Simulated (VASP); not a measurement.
# HfN (Imm2) in VASP: notebook, part 2 of 2

VASP 6.6.1.

## (3) Single point, PBE

Contents of INCAR:

```
ALGO = Normal ; EDIFF = 1E-6
ENCUT = 520 ; GGA = PE
ISIF = 2 ; ISMEAR = 0
LASPH = True ; LCHARG = False
LREAL = False ; LWAVE = False
NBANDS = 14 ; NELM = 60
PREC = Accurate ; SIGMA = 0.15
```

Contents of KPOINTS:

```
k-points
0
Gamma
  18 18 18
```

Contents of POSCAR:

```
HfN
1.0
    0.0000000000      2.2590000000      2.2590000000
    2.2590000000      0.0000000000      2.2590000000
    2.2590000000      2.2590000000      0.0000000000
Hf N
1 1
Direct
    0.0000000000      0.0000000000      0.0000000000
    0.4295710377      0.5000000000      0.5000000000
```

Potentials or basis: VASP PAW PBE potentials, release 64 (Hf_pv, N).

The run is started by

```
> cat potpaw_PBE.64/Hf_pv/POTCAR potpaw_PBE.64/N/POTCAR > POTCAR
> mpirun -np 1 vasp_std > vasp.out
```

OUTCAR:

```text
EDIFF = 1E-6
   ENCUT = 520
   GGA = PE
   ISIF = 2
   ISMEAR = 0
   LASPH = True
   LREAL = False
   NELM = 60
   PREC = Accurate

 ion  position               nearest neighbor table
   1  0.000  0.000  0.000-   2 2.11   2 2.11   2 2.27   2 2.27   2 2.42   2 2.42
   2  0.430  0.500  0.500-   1 2.11   1 2.11   1 2.27   1 2.27   1 2.42   1 2.42

  LATTYP: Found a face centered cubic cell.
 ALAT       =     4.5180000000

  Lattice vectors:

 A1 = (   0.0000000000,   2.2590000000,   2.2590000000)
 A2 = (   2.2590000000,   0.0000000000,   2.2590000000)
 A3 = (   2.2590000000,   2.2590000000,   0.0000000000)

Analysis of symmetry for initial positions (statically):
=====================================================================
 Subroutine PRICEL returns:
 Original cell was already a primitive cell.

 Routine SETGRP: Setting up the symmetry group for a
 face centered cubic supercell.

 Subroutine GETGRP returns: Found  4 space group operations
 (whereof  4 operations were pure point group operations)
 out of a pool of 48 trial point group operations.

The static configuration has the point symmetry C_2v.

Analysis of symmetry for dynamics (positions and initial velocities):
[... 177 lines left out ...]
     10       8.8462      0.00000
     11      10.0610      0.00000
     12      10.7433      0.00000
     13      11.1344      0.00000
     14      17.8375      0.00000
[... 377 lines left out ...]
      1     -22.8268      2.00000
      2     -22.7585      2.00000
      3     -22.7172      2.00000
      4      -8.8738      2.00000
      5       3.6021      2.00000
      6       4.4501      2.00000
      7       4.7871      2.00000
      8       7.8519      2.00000
      9       8.7300      0.00028
     10       9.1691      0.00000
     11      10.5737      0.00000
     12      11.2246      0.00000
     13      12.5021      0.00000
     14      18.6948      0.00000

 [... further k-points ...]

------------------------ aborting loop because EDIFF is reached ----------------------------------------

  FORCE on cell =-STRESS in cart. coord.  units (eV):
  Direction    XX          YY          ZZ          XY          YZ          ZX
  --------------------------------------------------------------------------------------
  -------------------------------------------------------------------------------------
  Total        0.4981370      1.8599682      1.8599682      0.0000000     -0.2317871      0.0000000
  in kB       34.6163029    129.2520428    129.2520428      0.0000000    -16.1072442      0.0000000
  external PRESSURE =      97.7067961 kB  Pullay stress =       0.0000000 kB

 VOLUME and BASIS-vectors are now :
 -----------------------------------------------------------------------------
  energy-cutoff  :      520.00
  volume of cell :       23.06
      direct lattice vectors                 reciprocal lattice vectors
     0.000000000  2.259000000  2.259000000    -0.221336875  0.221336875  0.221336875
     2.259000000  0.000000000  2.259000000     0.221336875 -0.221336875  0.221336875
     2.259000000  2.259000000  0.000000000     0.221336875  0.221336875 -0.221336875

 POSITION                                       TOTAL-FORCE (eV/Angst)
 -----------------------------------------------------------------------------------
      0.00000      0.00000      0.00000        -0.000000     -1.856008     -1.856008
      2.25900      2.09990      2.09990         0.000000      1.856008      1.856008
 -----------------------------------------------------------------------------------
    total drift:                               -0.000000      0.000059      0.000059

  FREE ENERGIE OF THE ION-ELECTRON SYSTEM (eV)
  ---------------------------------------------------
  free  energy   TOTEN  =       -21.4623548911 eV

  energy  without entropy=      -21.4558257730  energy(sigma->0) =      -21.45909033
```

Run time: 2.3 min. Hardware: 1 thread of AMD EPYC 9R45 (Zen 5), shared host; peak memory 0.35 GiB.

What came out:

```
Free energy   : -21.4624 eV
Pressure      : 9.8 GPa
Largest force : 2.625 eV/Å
```

Forces on the atoms (eV/Å):
```
Hf   0.000 -1.856 -1.856
N    0.000  1.856  1.856
```

Caveat: the cell differs from its parent crystal (all N atoms moved +0.225 Å, as atom 2 towards its neighbour atom 2 (N) at 3.195 Å); spin-orbit coupling is left out, which moves the levels of the heavy elements; forces of over 1 eV/Å act on the atoms, so gaps and moduli don't describe the material at rest.

## (4) Single point, PBE

Contents of INCAR:

```
SYSTEM = HfN
PREC = Accurate ; ENCUT = 520
EDIFF = 1E-6 ; ISMEAR = 0
SIGMA = 0.15 ; LREAL = .False.
LASPH = .True. ; NELM = 100
ALGO = Normal ; ISIF = 2
LWAVE = .False. ; LCHARG = .False.
GGA = PE ; NBANDS = 14
```

Contents of KPOINTS:

```
regular mesh
0
Gamma
  18 18 18
  0 0 0
```

Edit POSCAR of step 3 so:

```diff
@@ -9,2 +9,2 @@
     0.0000000000      0.0000000000      0.0000000000
-    0.4295710377      0.5000000000      0.5000000000
+    0.5469526415      0.5000000000      0.5000000000
```

The run is started by

```
> cat potpaw_PBE.64/Hf_pv/POTCAR potpaw_PBE.64/N/POTCAR > POTCAR
> mpirun -np 1 vasp_std > vasp.out
```

Run time: 2 min. Hardware: 1 thread of AMD EPYC 9R45 (Zen 5), shared host; peak memory 0.36 GiB.

The run converged. Its results:

```
Free energy   : -21.6258 eV
Pressure      : 6.1 GPa
Largest force : 1.745 eV/Å
```

Forces in eV/Å, atoms in the order of the input:
```
Hf   0.000  1.234  1.234
N    0.000 -1.234 -1.234
```

Stress tensor (GPa, compression positive):
```
 3.23  0.00  0.00
 0.00  7.47 -0.72
 0.00 -0.72  7.47
```

Levels at points of the mesh, in eV from the Fermi level:
```
           k point  band 6  band 7  band 8  band 9  band 10  band 11
(0.00, 0.00, 0.00)   -3.33   -3.27   -0.33    0.04     0.07     1.76
(0.50, 0.00, 0.00)   -6.21   -6.16    3.13    3.69     3.80     4.60
(0.00, 0.50, 0.00)   -6.14   -6.05    3.20    3.42     3.71     4.44
(0.50, 0.50, 0.00)   -4.51   -3.72   -2.93    4.20     5.44     5.53
(0.00, 0.50, 0.50)   -4.80   -3.78   -2.57    4.24     5.43     5.54
```

Caveat: the cell differs from its parent crystal (all N atoms moved -0.150 Å, as atom 2 towards its neighbour atom 2 (N) at 3.195 Å); spin-orbit coupling is left out, which moves the levels of the heavy elements; forces of over 1 eV/Å act on the atoms, so gaps and moduli don't describe the material at rest.
